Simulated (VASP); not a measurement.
A run of VASP 6.6.1 is set up as follows.

The input INCAR:

```
PREC = Accurate
ENCUT = 520
EDIFF = 1E-7
ISMEAR = 0
SIGMA = 0.1
LREAL = F
LASPH = T
NELM = 80
ALGO = Normal
ISIF = 2
LWAVE = F
LCHARG = F
GGA = PE
NBANDS = 14
```

KPOINTS

```
regular mesh
0
Gamma
  18 18 10
```

The input POSCAR:

```
Re
1.0
    2.7748870826      0.0000000000      0.0000000000
   -1.3874435413      2.4031227061      0.0000000000
    0.0000000000      0.0000000000      4.4841279375
Re
2
Direct
    0.3333333333      0.6666666667      0.2500000000
    0.6666666667      0.3333333333      0.7500000000
```

Potentials or basis: VASP PAW PBE potentials, release 64 (Re).

The run is started by

```bash
$ cat potpaw_PBE.64/Re/POTCAR > POTCAR
$ mpirun -np 1 vasp_std > vasp.out
```

What does it give for the pressure?

-0.5 GPa.

Estimate the band gap on the k mesh.

zero (bands 7 and 8 overlap by 3.08 eV).

Stress tensor (GPa, compression positive):
```
-0.50  0.00  0.00
 0.00 -0.50  0.00
 0.00  0.00 -0.65
```

Caveat: spin-orbit coupling is left out, which moves the levels of the heavy elements.
